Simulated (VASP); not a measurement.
Ge, 5 atoms in the cell. It takes space group Pmmm (No. 47, orthorhombic). Conventional cell: a = 2.737 Å, b = 5.577 Å, c = 7.090 Å, α = 90.00°, β = 90.00°, γ = 90.00°. Within 3.5 Å of Ge (site symmetry m) lie 6 Ge at 2.62 to 2.96 Å. Ge (site symmetry mmm) has 6 Ge at 2.68 to 2.74 Å within 3.5 Å. 

* Program: VASP 6.6.1
* Task: single point
* Functional: PBE
* Potentials or basis: VASP PAW PBE potentials, release 64 (Ge_d)
* Cutoff: 520 eV
* k mesh: 6 × 4 × 4
* Occupations: gaussian, width 0.1 eV
* Spin: no spin polarisation
* Dipole correction: no
* Further INCAR settings: ALGO = Normal; EDIFF = 1e-06; NBANDS = 43

Potentials or basis: VASP PAW PBE potentials, release 64 (Ge_d).

Launch:

```sh
$ cat potpaw_PBE.64/Ge_d/POTCAR > POTCAR
$ mpirun -np 1 vasp_std > vasp.out
```

Hardware: 1 thread of AMD EPYC 9R45 96-Core Processor (Zen 5), on a shared host.

Q: How long does it take, and how much memory?

A: Run time: 86 s on 1 thread of AMD EPYC 9R45 96-Core Processor (Zen 5), on a shared host, peak memory 0.24 GiB. Counts: scf iterations 14, k points 36.
